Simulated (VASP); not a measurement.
# PbS (zincblende type) (F-43m) in VASP: a series of runs

The runs below take PbS (zincblende type) through single point, with LDA.

All numbers are computed with VASP 6.6.1; they aren't measurements. Logs are shortened: lines on timing, memory, paths and dates and some standing lists are left out, and cuts for length are marked.

### 1 The cell of the first run

Symmetry: F-43m, No. 216, cubic system. Conventional cell: a = 5.304 Å, b = 5.304 Å, c = 5.304 Å, α = 90.00°, β = 90.00°, γ = 90.00°. Within 3.0 Å of Pb (site symmetry -43m) lie 4 S at 2.30 Å. Within 3.0 Å of S (site symmetry -43m) lie 4 Pb at 2.30 Å.

### 2 Single point, LDA (18.65 Å³/atom)

Input file POSCAR:

```
PbS
1.0
    0.0000000000      2.6520063939      2.6520063939
    2.6520063939      0.0000000000      2.6520063939
    2.6520063939      2.6520063939      0.0000000000
Pb S
1 1
Direct
    0.0000000000      0.0000000000      0.0000000000
    0.2500000000      0.2500000000      0.2500000000
```

Input file INCAR.step1:

```
SYSTEM = PbS
PREC = Accurate ; ENCUT = 520
EDIFF = 1E-6 ; ISMEAR = -1
SIGMA = 0.1 ; LREAL = .FALSE.
LASPH = .TRUE. ; NELM = 80
ALGO = Normal ; ISIF = 2
LWAVE = .FALSE. ; LCHARG = .TRUE.
NBANDS = 17
```

Input file KPOINTS.step1:

```
Automatic mesh
0
G
  12 12 12
  0 0 0
```

Input file INCAR.step2:

```
SYSTEM = PbS
PREC = Accurate ; ENCUT = 520
EDIFF = 1E-6 ; ISMEAR = -5
SIGMA = 0.1 ; LREAL = .FALSE.
LASPH = .TRUE. ; NELM = 80
ALGO = Normal ; ISIF = 2
LWAVE = .FALSE. ; LCHARG = .FALSE.
LORBIT = 10 ; NEDOS = 2001
ICHARG = 11
```

Input file KPOINTS.step2:

```
Automatic mesh
0
G
  18 18 18
  0 0 0
```

Potentials or basis: VASP PAW LDA potentials, release 64 (Pb_d, S).

Launch:

```sh
$ cat potpaw_LDA.64/Pb_d/POTCAR potpaw_LDA.64/S/POTCAR > POTCAR
$ cp INCAR.step1 INCAR
$ cp KPOINTS.step1 KPOINTS
$ mpirun -np 1 vasp_std > vasp.out
$ cp INCAR.step2 INCAR
$ cp KPOINTS.step2 KPOINTS
$ mpirun -np 1 vasp_std > vasp.out
```

OUTCAR:

```text
SYSTEM = PbS
   PREC = Accurate
   ENCUT = 520
   EDIFF = 1E-6
   ISMEAR = -5
   LREAL = .FALSE.
   LASPH = .TRUE.
   NELM = 80
   ISIF = 2
   LORBIT = 10
   ICHARG = 11

 ion  position               nearest neighbor table
   1  0.000  0.000  0.000-   2 2.30   2 2.30   2 2.30   2 2.30
   2  0.250  0.250  0.250-   1 2.30   1 2.30   1 2.30   1 2.30

  LATTYP: Found a face centered cubic cell.
 ALAT       =     5.3040127878

  Lattice vectors:

 A1 = (   0.0000000000,   2.6520063939,   2.6520063939)
 A2 = (   2.6520063939,   0.0000000000,   2.6520063939)
 A3 = (   2.6520063939,   2.6520063939,   0.0000000000)

Analysis of symmetry for initial positions (statically):
=====================================================================
 Subroutine PRICEL returns:
 Original cell was already a primitive cell.

 Routine SETGRP: Setting up the symmetry group for a
 face centered cubic supercell.

 Subroutine GETGRP returns: Found 24 space group operations
 (whereof 24 operations were pure point group operations)
 out of a pool of 48 trial point group operations.

The static configuration has the point symmetry T_d .

Analysis of symmetry for dynamics (positions and initial velocities):
=====================================================================
 Subroutine PRICEL returns:
 Original cell was already a primitive cell.

 Routine SETGRP: Setting up the symmetry group for a
 face centered cubic supercell.

 Subroutine GETGRP returns: Found 24 space group operations
 (whereof 24 operations were pure point group operations)
 out of a pool of 48 trial point group operations.

The dynamic configuration has the point symmetry T_d .

 Subroutine INISYM returns: Found 24 space group operations
 (whereof 24 operations are pure point group operations),
 and found     1 'primitive' translations

----------------------------------------------------------------------------------------

                                     Primitive cell

  volume of cell :      37.3039

  direct lattice vectors                    reciprocal lattice vectors
     0.000000000  2.652006394  2.652006394    -0.188536499  0.188536499  0.188536499
     2.652006394  0.000000000  2.652006394     0.188536499 -0.188536499  0.188536499
     2.652006394  2.652006394  0.000000000     0.188536499  0.188536499 -0.188536499

  length of vectors
     3.750503410  3.750503410  3.750503410     0.326554795  0.326554795  0.326554795

  position of ions in fractional coordinates (direct lattice)
     0.000000000  0.000000000  0.000000000
     0.250000000  0.250000000  0.250000000

  ion indices of the primitive-cell ions
   primitive index   ion index
                 1           1
                 2           2

----------------------------------------------------------------------------------------

 KPOINTS: Automatic mesh

Automatic generation of k-mesh.
 Grid dimensions read from file:
 generate k-points for:   18   18   18

 Generating k-lattice:

  Cartesian coordinates                     Fractional coordinates (reciprocal lattice)
    -0.010474250  0.010474250  0.010474250     0.055555556  0.000000000  0.000000000
     0.010474250 -0.010474250  0.010474250     0.000000000  0.055555556  0.000000000
     0.010474250  0.010474250 -0.010474250     0.000000000  0.000000000  0.055555556

  Length of vectors
     0.018141933  0.018141933  0.018141933

  Shift w.r.t. Gamma in fractional coordinates (k-lattice)
     0.000000000  0.000000000  0.000000000

 TETIRR: Found    806 inequivalent tetrahedra from    34992

 Subroutine IBZKPT returns following result:
 ===========================================

 Found    195 irreducible k-points:

 Following reciprocal coordinates:
            Coordinates               Weight
  0.000000  0.000000  0.000000      1.000000
  0.055556  0.000000  0.000000      8.000000
  0.111111  0.000000  0.000000      8.000000
  0.166667  0.000000  0.000000      8.000000
  0.222222  0.000000  0.000000      8.000000
  0.277778  0.000000  0.000000      8.000000
[... 16 lines left out ...]
 -0.277778  0.055556  0.000000     24.000000
 -0.222222  0.055556  0.000000     24.000000
 [... further k-points ...]
   k-points           NKPTS =    195   k-points in BZ     NKDIM =    195   number of bands    NBANDS=     14
   number of dos      NEDOS =   2001   number of ions     NIONS =      2
   total plane-waves  NPLWV =  21952
   dimension x,y,z NGX =    28 NGY =   28 NGZ =   28
   dimension x,y,z NGXF=    56 NGYF=   56 NGZF=   56
   ions per type =               1   1
   NGX,Y,Z   is equivalent  to a cutoff of  12.41, 12.41, 12.41 a.u.
   NGXF,Y,Z  is equivalent  to a cutoff of  24.82, 24.82, 24.82 a.u.
 SYSTEM =  PbS
   PREC   = accura    normal or accurate (medium, high low for compatibility)
   ISTART =      0    job   : 0-new  1-cont  2-samecut
   ICHARG =     11    charge: 1-file 2-atom 10-const
   ISPIN  =      1    spin polarized calculation?
   LNONCOLLINEAR =      F non collinear calculations
   LSORBIT =      F    spin-orbit coupling
   LASPH  =      T    aspherical Exc in radial PAW
   ENCUT  =  520.0 eV  38.22 Ry    6.18 a.u.   6.97  6.97  6.97*2*pi/ulx,y,z
   NELM   =     80;   NELMIN=  2; NELMDL=  0     # of ELM steps
   EDIFF  = 0.1E-05   stopping-criterion for ELM
   LREAL  =      F    real-space projection
   EDIFFG = 0.1E-04   stopping-criterion for IOM
   NSW    =      0    number of steps for IOM
   IBRION =     -1    ionic relax: 0-MD 1-quasi-New 2-CG
   NFREE  =      0    steps in history (QN), initial steepest desc. (CG)
   ISIF   =      2    stress and relaxation
   ISYM   =      2    0-nonsym 1-usesym 2-fastsym
   POTIM  = 0.5000    time-step for ionic-motion
   TEBEG  =    0.0;   TEEND  =   0.0 temperature during run
   PSTRESS=    0.0 pullay stress
   NELECT =      20.0000    total number of electrons
   NUPDOWN=      -1.0000    fix difference up-down
   EMIN   =  10.00;   EMAX   =-10.00  energy-range for DOS
   EFERMI =   0.00;   METHOD = LEGACY
   ISMEAR =    -5;   SIGMA  =   0.10  broadening in eV -4-tet -1-fermi 0-gaus
   EFERMI_NEDOS =   21; number of points for ismear=-14 and -15
   IALGO  =     38    algorithm
   IMIX   =      4    mixing-type and parameters
     AMIX     =   0.40;   BMIX     =  1.00
     AMIX_MAG =   1.60;   BMIX_MAG =  1.00
  volume/ion in A,a.u.               =      18.65       125.87
  Fermi-wavevector in a.u.,A,eV,Ry     =   1.329945  2.513231 24.065346  1.768753
  Thomas-Fermi vector in A             =   2.459069
   LORBIT       =     10    0 simple, 1 ext, 2 COOP (PROOUT), +10 PAW based schemes
   GGA     = CA    functional components
   LHFCALC =     F    Hartree Fock is set to
   AEXX    =    0.0000 exact exchange contribution
   IVDW    =     0    specifies the selected vdW correction
   LEPSILON=     F    determine dielectric tensor
   LRPA    =     F    only Hartree local field effects (RPA)
 non-spin polarized calculation
 Fermi weights with tetrahedron method with Bloechl corrections
  energy-cutoff  :      520.00
  volume of cell :       37.30
 maximum number of plane-waves:      1019

 number of electron      20.0000006 magnetization

 Free energy of the ion-electron system (eV)
  ---------------------------------------------------
  ext. energy  EPLUGINS =         0.00000000
  ---------------------------------------------------
  free energy    TOTEN  =        -4.81749292 eV

  energy without entropy =       -4.81749292  energy(sigma->0) =       -4.81749292

 E-fermi :  10.9345     XC(G=0): -11.4623

 val. band max:       10.9955767905   @ k =   0.5000   0.3333   0.1667
 cond. band min:      10.9681870265   @ k =   0.4444   0.3333   0.1111
 fundamental gap:     -0.0273897640
 Fermi energy:        10.9344574460

 k-point     1 :       0.0000    0.0000    0.0000
  band No.  band energies     occupation
      1      -7.7649      2.00000
      2      -7.7649      2.00000
      3      -7.7649      2.00000
      4      -7.7641      2.00000
      5      -7.2587      2.00000
      6      -7.2587      2.00000
      7       7.0358      2.00000
      8       7.2421      2.00000
      9       7.2421      2.00000
     10       7.2421      2.00000
     11      12.3890      0.00000
     12      12.3890      0.00000
     13      12.3890      0.00000
     14      17.2514      0.00000

 k-point     2 :       0.0556    0.0000    0.0000
  band No.  band energies     occupation
      1      -7.9377      2.00000
      2      -7.7598      2.00000
      3      -7.7598      2.00000
      4      -7.5482      2.00000
      5      -7.2589      2.00000
      6      -7.2589      2.00000
      7       6.2735      2.00000
      8       7.1861      2.00000
      9       7.1861      2.00000
     10       7.8547      2.00000
     11      12.3342      0.00000
     12      12.4636      0.00000
     13      12.4636      0.00000
     14      17.5497      0.00000

 k-point     3 :       0.1111    0.0000    0.0000
  band No.  band energies     occupation
      1      -8.0779      2.00000
      2      -7.7456      2.00000
      3      -7.7456      2.00000
      4      -7.2787      2.00000
      5      -7.2591      2.00000
      6      -7.2591      2.00000
      7       5.3027      2.00000
      8       7.0322      2.00000
      9       7.0322      2.00000
     10       8.3687      2.00000
     11      12.2911      0.00000
     12      12.6648      0.00000
     13      12.6648      0.00000
     14      18.2147      0.00000

 k-point     4 :       0.1667    0.0000    0.0000
  band No.  band energies     occupation
      1      -8.1934      2.00000
      2      -7.7248      2.00000
      3      -7.7248      2.00000
      4      -7.2582      2.00000
      5      -7.2582      2.00000
      6      -6.9483      2.00000
      7       4.2524      2.00000
      8       6.8144      2.00000
      9       6.8144      2.00000
     10       8.6569      2.00000
     11      12.4511      0.00000
     12      12.9335      0.00000
     13      12.9335      0.00000
     14      18.2505      0.00000

 k-point     5 :       0.2222    0.0000    0.0000
  band No.  band energies     occupation
      1      -8.2894      2.00000
      2      -7.7011      2.00000
      3      -7.7011      2.00000
      4      -7.2548      2.00000
      5      -7.2548      2.00000
      6      -6.5538      2.00000
      7       3.1685      2.00000
      8       6.5699      2.00000
      9       6.5699      2.00000
     10       8.7422      2.00000
     11      12.8740      0.00000
[... 276 lines left out ...]
 k-point    22 :      -0.3333    0.0556    0.0000
  band No.  band energies     occupation
      1      -8.4510      2.00000
      2      -7.6529      2.00000
      3      -7.6486      2.00000
      4      -7.2459      2.00000
      5      -7.2276      2.00000
      6      -5.3921      2.00000
      7       0.7823      2.00000
      8       5.6437      2.00000
      9       6.1367      2.00000
     10       8.8857      2.00000
     11      13.4355      0.00000
     12      13.4679      0.00000
     13      14.3605      0.00000
     14      17.9698      0.00000

 k-point    23 :      -0.2778    0.0556    0.0000
  band No.  band energies     occupation
      1      -8.3956      2.00000
      2      -7.6711      2.00000
      3      -7.6629      2.00000
      4      -7.2577      2.00000
      5      -7.2363      2.00000
      6      -5.8952      2.00000
      7       1.7449      2.00000
      8       5.8140      2.00000
      9       6.3656      2.00000
     10       8.9552      2.00000
     11      13.3436      0.00000
     12      13.3595      0.00000
     13      13.7526      0.00000
     14      17.8924      0.00000

 k-point    24 :      -0.2222    0.0556    0.0000
  band No.  band energies     occupation
      1      -8.3250      2.00000
      2      -7.6938      2.00000
      3      -7.6824      2.00000
      4      -7.2651      2.00000
      5      -7.2445      2.00000
      6      -6.3634      2.00000
      7       2.7821      2.00000
      8       6.0412      2.00000
      9       6.6146      2.00000
     10       8.9940      2.00000
     11      12.8515      0.00000
     12      13.1732      0.00000
     13      13.5170      0.00000
     14      17.6933      0.00000

 [... further k-points ...]
[... 5 lines left out ...]
  --------------------------------------------------------------------------------------
  -------------------------------------------------------------------------------------
  Total       18.0131601     18.0131601     18.0131601      0.0000000      0.0000000     -0.0000000
  in kB      773.6540347    773.6540347    773.6540347      0.0000000      0.0000000     -0.0000000
  external PRESSURE =     773.6540347 kB  Pullay stress =       0.0000000 kB

 VOLUME and BASIS-vectors are now :
 -----------------------------------------------------------------------------
  energy-cutoff  :      520.00
  volume of cell :       37.30
      direct lattice vectors                 reciprocal lattice vectors
     0.000000000  2.652006394  2.652006394    -0.188536499  0.188536499  0.188536499
     2.652006394  0.000000000  2.652006394     0.188536499 -0.188536499  0.188536499
     2.652006394  2.652006394  0.000000000     0.188536499  0.188536499 -0.188536499

 POSITION                                       TOTAL-FORCE (eV/Angst)
 -----------------------------------------------------------------------------------
      0.00000      0.00000      0.00000        -0.000000     -0.000000     -0.000000
      1.32600      1.32600      1.32600         0.000000      0.000000      0.000000
 -----------------------------------------------------------------------------------
    total drift:                                0.000001      0.000001      0.000001

  FREE ENERGIE OF THE ION-ELECTRON SYSTEM (eV)
  ---------------------------------------------------
  free  energy   TOTEN  =        -4.8174929187 eV

  energy  without entropy=       -4.8174929187  energy(sigma->0) =       -4.81749292

 total charge

# of ion       s       p       d       tot
------------------------------------------
    1        1.422   1.161   9.962  12.545
    2        1.435   2.476   0.000   3.910
--------------------------------------------------
tot          2.856   3.637   9.962  16.455
```

It took 2.2 min on 1 thread of Intel Xeon 8259CL, shared host; peak memory 0.22 GiB.

Results:

* Valence electrons inside the program's atomic spheres: Pb 12.54; S 3.91

Levels at points of the mesh, in eV from the Fermi level:
| k point | band 7 | band 8 | band 9 | band 10 | band 11 | band 12 | band 13 | band 14 |
| --- | --- | --- | --- | --- | --- | --- | --- | --- |
| (0.00, 0.00, 0.00) | -3.90 | -3.69 | -3.69 | -3.69 | 1.45 | 1.45 | 1.45 | 6.32 |
| (0.50, 0.00, 0.00) | -11.63 | -5.11 | -5.11 | -2.44 | 2.56 | 2.56 | 4.39 | 7.04 |
| (0.50, 0.50, 0.00) | -11.93 | -6.93 | -6.93 | -1.26 | -1.00 | 6.43 | 8.03 | 8.05 |

Caveat: spin-orbit coupling is left out, which moves the levels of the heavy elements; tetrahedron occupations give inexact forces and stress in metals.

(Continued in part 2 of 2.)
